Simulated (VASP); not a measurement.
# ZnMo3 (Pm-3m) in VASP: notebook

The runs below take ZnMo3 through single point, relaxation of cell and atoms, with PBE.

Everything below comes from runs of VASP 6.6.1. Logs are shortened: lines on timing, memory, paths and dates and some standing lists are left out, and cuts for length are marked.

## Step 1: The cell of the first run

The structure is cubic, space group Pm-3m (No. 221). The conventional cell has a = 3.934 Å, b = 3.934 Å, c = 3.934 Å, α = 90.00°, β = 90.00°, γ = 90.00°. Within 3.7 Å of Zn (site symmetry m-3m) lie 12 Mo at 2.78 Å. Mo (site symmetry 4/mmm) has 4 Zn at 2.78 Å and 8 Mo at 2.78 Å within 3.7 Å.

## Step 2: Single point, PBE

Input file INCAR:

```
ALGO = Fast
EDIFF = 1E-6
ENCUT = 520
GGA = PE
ISIF = 2
ISMEAR = 0
LASPH = True
LCHARG = True
LELF = True
LREAL = False
LVHAR = True
LWAVE = False
NBANDS = 35
NELM = 60
PREC = Accurate
SIGMA = 0.1
```

Input file KPOINTS:

```
k-points
0
Gamma
  12 12 12
```

Input file POSCAR:

```
ZnMo3
1.0
    3.9343609966      0.0000000000      0.0000000000
    0.0000000000      3.9343609966      0.0000000000
    0.0000000000      0.0000000000      3.9343609966
Zn Mo
1 3
Direct
    0.0000000000      0.0000000000      0.0000000000
    0.0000000000      0.5000000000      0.5000000000
    0.5000000000      0.0000000000      0.5000000000
    0.5000000000      0.5000000000      0.0000000000
```

Potentials or basis: VASP PAW PBE potentials, release 64 (Zn, Mo_sv).

The run is started by

```bash
> cat potpaw_PBE.64/Zn/POTCAR potpaw_PBE.64/Mo_sv/POTCAR > POTCAR
> mpirun -np 1 vasp_std > vasp.out
```

OUTCAR:

```text
EDIFF = 1E-6
   ENCUT = 520
   GGA = PE
   ISIF = 2
   ISMEAR = 0
   LASPH = True
   LREAL = False
   NELM = 60
   PREC = Accurate

 ion  position               nearest neighbor table
   1  0.000  0.000  0.000-   2 2.78   3 2.78   4 2.78   2 2.78   3 2.78   2 2.78   4 2.78   2 2.78
                             3 2.78   4 2.78   3 2.78   4 2.78
   2  0.000  0.500  0.500-   1 2.78   3 2.78   4 2.78   1 2.78   4 2.78   1 2.78   3 2.78   1 2.78
                             3 2.78   4 2.78   4 2.78   3 2.78
   3  0.500  0.000  0.500-   1 2.78   2 2.78   4 2.78   1 2.78   4 2.78   2 2.78   4 2.78   4 2.78
                             1 2.78   2 2.78   1 2.78   2 2.78
   4  0.500  0.500  0.000-   1 2.78   2 2.78   3 2.78   2 2.78   3 2.78   1 2.78   3 2.78   3 2.78
                             1 2.78   2 2.78   2 2.78   1 2.78

  LATTYP: Found a simple cubic cell.
 ALAT       =     3.9343609966

  Lattice vectors:

 A1 = (   3.9343609966,   0.0000000000,   0.0000000000)
 A2 = (   0.0000000000,   3.9343609966,   0.0000000000)
 A3 = (   0.0000000000,   0.0000000000,   3.9343609966)

Analysis of symmetry for initial positions (statically):
=====================================================================
 Subroutine PRICEL returns:
 Original cell was already a primitive cell.

 Routine SETGRP: Setting up the symmetry group for a
 simple cubic supercell.

 Subroutine GETGRP returns: Found 48 space group operations
 (whereof 48 operations were pure point group operations)
 out of a pool of 48 trial point group operations.

The static configuration has the point symmetry O_h .

Analysis of symmetry for dynamics (positions and initial velocities):
=====================================================================
 Subroutine PRICEL returns:
 Original cell was already a primitive cell.

 Routine SETGRP: Setting up the symmetry group for a
 simple cubic supercell.

 Subroutine GETGRP returns: Found 48 space group operations
 (whereof 48 operations were pure point group operations)
 out of a pool of 48 trial point group operations.

The dynamic configuration has the point symmetry O_h .

 Subroutine INISYM returns: Found 48 space group operations
 (whereof 48 operations are pure point group operations),
 and found     1 'primitive' translations

----------------------------------------------------------------------------------------

                                     Primitive cell

  volume of cell :      60.9007

  direct lattice vectors                    reciprocal lattice vectors
     3.934360997  0.000000000  0.000000000     0.254170881  0.000000000  0.000000000
     0.000000000  3.934360997  0.000000000     0.000000000  0.254170881  0.000000000
     0.000000000  0.000000000  3.934360997     0.000000000  0.000000000  0.254170881

  length of vectors
     3.934360997  3.934360997  3.934360997     0.254170881  0.254170881  0.254170881

  position of ions in fractional coordinates (direct lattice)
     0.000000000  0.000000000  0.000000000
     0.000000000  0.500000000  0.500000000
     0.500000000  0.000000000  0.500000000
     0.500000000  0.500000000  0.000000000

  ion indices of the primitive-cell ions
   primitive index   ion index
                 1           1
                 2           2
                 3           3
                 4           4

----------------------------------------------------------------------------------------

 KPOINTS: k-points

Automatic generation of k-mesh.
 Grid dimensions read from file:
 generate k-points for:   12   12   12

 Generating k-lattice:

  Cartesian coordinates                     Fractional coordinates (reciprocal lattice)
     0.021180907  0.000000000  0.000000000     0.083333333  0.000000000  0.000000000
     0.000000000  0.021180907  0.000000000     0.000000000  0.083333333  0.000000000
     0.000000000  0.000000000  0.021180907     0.000000000  0.000000000  0.083333333

  Length of vectors
     0.021180907  0.021180907  0.021180907

  Shift w.r.t. Gamma in fractional coordinates (k-lattice)
     0.000000000  0.000000000  0.000000000

 Subroutine IBZKPT returns following result:
 ===========================================

 Found     84 irreducible k-points:

 Following reciprocal coordinates:
            Coordinates               Weight
  0.000000  0.000000  0.000000      1.000000
  0.083333  0.000000  0.000000      6.000000
  0.166667  0.000000  0.000000      6.000000
  0.250000  0.000000  0.000000      6.000000
  0.333333  0.000000  0.000000      6.000000
  0.416667  0.000000  0.000000      6.000000
[... 16 lines left out ...]
  0.333333  0.333333  0.000000     12.000000
  0.416667  0.333333  0.000000     24.000000
 [... further k-points ...]
   k-points           NKPTS =     84   k-points in BZ     NKDIM =     84   number of bands    NBANDS=     35
   number of dos      NEDOS =    301   number of ions     NIONS =      4
   total plane-waves  NPLWV =  27000
   dimension x,y,z NGX =    30 NGY =   30 NGZ =   30
   dimension x,y,z NGXF=    60 NGYF=   60 NGZF=   60
   ions per type =               1   3
   NGX,Y,Z   is equivalent  to a cutoff of  12.68, 12.68, 12.68 a.u.
   NGXF,Y,Z  is equivalent  to a cutoff of  25.35, 25.35, 25.35 a.u.
 SYSTEM =  unknown system
   PREC   = accura    normal or accurate (medium, high low for compatibility)
   ISTART =      0    job   : 0-new  1-cont  2-samecut
   ICHARG =      2    charge: 1-file 2-atom 10-const
   ISPIN  =      1    spin polarized calculation?
   LNONCOLLINEAR =      F non collinear calculations
   LSORBIT =      F    spin-orbit coupling
   LASPH  =      T    aspherical Exc in radial PAW
   ENCUT  =  520.0 eV  38.22 Ry    6.18 a.u.   7.32  7.32  7.32*2*pi/ulx,y,z
   NELM   =     60;   NELMIN=  2; NELMDL= -5     # of ELM steps
   EDIFF  = 0.1E-05   stopping-criterion for ELM
   LREAL  =      F    real-space projection
   EDIFFG = 0.1E-04   stopping-criterion for IOM
   NSW    =      0    number of steps for IOM
   IBRION =     -1    ionic relax: 0-MD 1-quasi-New 2-CG
   NFREE  =      0    steps in history (QN), initial steepest desc. (CG)
   ISIF   =      2    stress and relaxation
   ISYM   =      2    0-nonsym 1-usesym 2-fastsym
   POTIM  = 0.5000    time-step for ionic-motion
   TEBEG  =    0.0;   TEEND  =   0.0 temperature during run
   PSTRESS=    0.0 pullay stress
   NELECT =      54.0000    total number of electrons
   NUPDOWN=      -1.0000    fix difference up-down
   EMIN   =  10.00;   EMAX   =-10.00  energy-range for DOS
   EFERMI =   0.00;   METHOD = LEGACY
   ISMEAR =     0;   SIGMA  =   0.10  broadening in eV -4-tet -1-fermi 0-gaus
   EFERMI_NEDOS =   21; number of points for ismear=-14 and -15
   IALGO  =     68    algorithm
   IMIX   =      4    mixing-type and parameters
     AMIX     =   0.40;   BMIX     =  1.00
     AMIX_MAG =   1.60;   BMIX_MAG =  1.00
  volume/ion in A,a.u.               =      15.23       102.74
  Fermi-wavevector in a.u.,A,eV,Ry     =   1.572770  2.972104 33.655445  2.473605
  Thomas-Fermi vector in A             =   2.674155
   LORBIT       =      0    0 simple, 1 ext, 2 COOP (PROOUT), +10 PAW based schemes
   GGA     = PE    functional components
   LHFCALC =     F    Hartree Fock is set to
   AEXX    =    0.0000 exact exchange contribution
   IVDW    =     0    specifies the selected vdW correction
   LEPSILON=     F    determine dielectric tensor
   LRPA    =     F    only Hartree local field effects (RPA)
 non-spin polarized calculation
 RMM-DIIS sequential band-by-band and
 Gauss-broadening in eV      SIGMA  =   0.10
  energy-cutoff  :      520.00
  volume of cell :       60.90
 maximum number of plane-waves:      1666
 NGX is ok and might be reduce to    30
   NGX = 15   NGY = 15   NGZ = 15

 number of electron      54.0000001 magnetization

 Free energy of the ion-electron system (eV)
  ---------------------------------------------------
  ext. energy  EPLUGINS =         0.00000000
  ---------------------------------------------------
  free energy    TOTEN  =       -33.21674656 eV

  energy without entropy =      -33.20672873  energy(sigma->0) =      -33.21173764

 E-fermi :  10.3208     XC(G=0): -13.0726

 val. band max:       10.3181453658   @ k =   0.1667   0.1667   0.1667
 cond. band min:      10.3308950992   @ k =   0.5000   0.3333   0.0000
 fundamental gap:      0.0127497335
 Fermi energy:        10.3207838647

 k-point     1 :       0.0000    0.0000    0.0000
  band No.  band energies     occupation
      1     -50.7299      2.00000
      2     -50.4580      2.00000
      3     -50.4580      2.00000
      4     -25.1894      2.00000
      5     -25.1894      2.00000
      6     -25.1894      2.00000
[... 27 lines left out ...]
     34      14.9031      0.00000
     35      14.9031      0.00000

 k-point     2 :       0.0833    0.0000    0.0000
  band No.  band energies     occupation
      1     -50.7258      2.00000
      2     -50.4622      2.00000
      3     -50.4580      2.00000
      4     -25.1798      2.00000
      5     -25.1798      2.00000
      6     -25.1748      2.00000
[... 27 lines left out ...]
     34      14.8970      0.00000
     35      14.8981      0.00000

 k-point     3 :       0.1667    0.0000    0.0000
  band No.  band energies     occupation
      1     -50.7139      2.00000
      2     -50.4742      2.00000
      3     -50.4578      2.00000
      4     -25.1523      2.00000
      5     -25.1523      2.00000
      6     -25.1316      2.00000
[... 27 lines left out ...]
     34      15.0277      0.00000
     35      15.1340      0.00000
[... 723 lines left out ...]
 k-point    23 :       0.3333    0.3333    0.0000
  band No.  band energies     occupation
      1     -50.6250      2.00000
      2     -50.5256      2.00000
      3     -50.4942      2.00000
      4     -25.1367      2.00000
      5     -24.9396      2.00000
      6     -24.9150      2.00000
[... 27 lines left out ...]
     34      13.0107      0.00000
     35      15.7742      0.00000

 k-point    24 :       0.4167    0.3333    0.0000
  band No.  band energies     occupation
      1     -50.6049      2.00000
      2     -50.5388      2.00000
      3     -50.5009      2.00000
      4     -25.1150      2.00000
      5     -25.0124      2.00000
      6     -24.8584      2.00000
[... 27 lines left out ...]
     34      12.8204      0.00000
     35      15.9810      0.00000

 [... further k-points ...]
[... 5 lines left out ...]
  --------------------------------------------------------------------------------------
  -------------------------------------------------------------------------------------
  Total        0.2351752      0.2351752      0.2351752     -0.0000000     -0.0000000     -0.0000000
  in kB        6.1869919      6.1869919      6.1869919     -0.0000000     -0.0000000     -0.0000000
  external PRESSURE =       6.1869919 kB  Pullay stress =       0.0000000 kB

 VOLUME and BASIS-vectors are now :
 -----------------------------------------------------------------------------
  energy-cutoff  :      520.00
  volume of cell :       60.90
      direct lattice vectors                 reciprocal lattice vectors
     3.934360997  0.000000000  0.000000000     0.254170881  0.000000000  0.000000000
     0.000000000  3.934360997  0.000000000     0.000000000  0.254170881  0.000000000
     0.000000000  0.000000000  3.934360997     0.000000000  0.000000000  0.254170881

 POSITION                                       TOTAL-FORCE (eV/Angst)
 -----------------------------------------------------------------------------------
      0.00000      0.00000      0.00000         0.000000      0.000000      0.000000
      0.00000      1.96718      1.96718         0.000000      0.000000      0.000000
      1.96718      0.00000      1.96718         0.000000      0.000000      0.000000
      1.96718      1.96718      0.00000         0.000000      0.000000      0.000000
 -----------------------------------------------------------------------------------
    total drift:                                0.000000      0.000000     -0.000000

  FREE ENERGIE OF THE ION-ELECTRON SYSTEM (eV)
  ---------------------------------------------------
  free  energy   TOTEN  =       -33.2167465552 eV

  energy  without entropy=      -33.2067287336  energy(sigma->0) =      -33.21173764
```

It took 86 s on 1 thread of Intel Xeon 6975P-C (Granite Rapids), shared host; peak memory 0.27 GiB.

What came out:

| Property | Result |
| --- | --- |
| Free energy | -33.2167 eV |
| Pressure | 0.6 GPa |
| Band gap on the k mesh | zero (bands 27 and 28 overlap by 1.67 eV) |

## Step 3: Relaxation of cell and atoms, PBE

This run uses another cell than the first one, of 15.33 Å³/atom.

Input file INCAR:

```
PREC = Accurate ; ENCUT = 600
EDIFF = 1E-7 ; ISMEAR = 0
SIGMA = 0.1 ; LREAL = False
LASPH = True ; NELM = 80
ALGO = Fast ; ISIF = 3
LWAVE = False ; LCHARG = False
GGA = PE ; IBRION = 2
NSW = 100 ; EDIFFG = -0.01
```

Input file KPOINTS:

```
regular mesh
0
Gamma
  12 12 12
```

Input file POSCAR:

```
ZnMo3
1.0
    3.9431540000      0.0000000000      0.0000000000
    0.0000000000      3.9431540000      0.0000000000
    0.0000000000      0.0000000000      3.9431540000
Zn Mo
1 3
Direct
    0.0000000000      0.0000000000      0.0000000000
    0.0000000000      0.5000000000      0.5000000000
    0.5000000000      0.0000000000      0.5000000000
    0.5000000000      0.5000000000      0.0000000000
```

Potentials or basis: VASP PAW PBE potentials, release 64 (Zn, Mo_sv).

The run is started by

```bash
> cat potpaw_PBE.64/Zn/POTCAR potpaw_PBE.64/Mo_sv/POTCAR > POTCAR
> mpirun -np 1 vasp_std > vasp.out
```

Run time: 3.6 min. Hardware: 1 thread of Intel Xeon 6975P-C (Granite Rapids), shared host; peak memory 0.31 GiB.

It converged, with:

| Quantity | Value |
| --- | --- |
| Free energy | -33.2172 eV |
| Relaxed volume | 15.26 Å³/atom |
| Relaxed cell | a = 3.937 Å, b = 3.937 Å, c = 3.937 Å, α = 90.00°, β = 90.00°, γ = 90.00° |
| Space group after relaxing (to 0.1 Å) | Pm-3m (No. 221) |
| Energy gained by relaxing | 0.2 meV/atom |
| Ionic steps | 3 |
| Pressure after relaxing | 0.0 GPa |
| Band gap on the k mesh | zero (bands 27 and 28 overlap by 1.66 eV) |

The path:
```tsv
step	energy change (eV)	largest force (eV/Å)	pressure (GPa)	volume (Å³)
1	0.0000	0.0000	-0.98	61.31
2	0.0025	0.0000	1.99	60.48
3	-0.0009	0.0000	-0.03	61.03
```

Final structure:
```yaml
crystal:
  lattice:
    - [3.93709, 0.00000, 0.00000]
    - [0.00000, 3.93709, 0.00000]
    - [0.00000, 0.00000, 3.93709]
  atoms:
    - { symbol: Zn, position: [0.00000, 0.00000, 0.00000] }
    - { symbol: Mo, position: [0.00000, 0.50000, 0.50000] }
    - { symbol: Mo, position: [0.50000, 0.00000, 0.50000] }
    - { symbol: Mo, position: [0.50000, 0.50000, 0.00000] }
```

Levels at points of the mesh, in eV from the Fermi level:
```csv
k point,band 24,band 25,band 26,band 27,band 28,band 29,band 30,band 31
"(0.00, 0.00, 0.00)",-3.07,0.92,0.92,0.92,2.08,2.08,2.08,2.64
"(0.50, 0.00, 0.00)",-1.40,-0.82,-0.82,-0.36,0.07,0.34,0.88,0.88
"(0.50, 0.50, 0.00)",-2.21,-2.19,-0.69,-0.69,0.31,0.31,0.34,1.49
"(0.50, 0.50, 0.50)",-1.24,-0.33,-0.33,-0.33,0.75,0.75,0.75,1.59
```
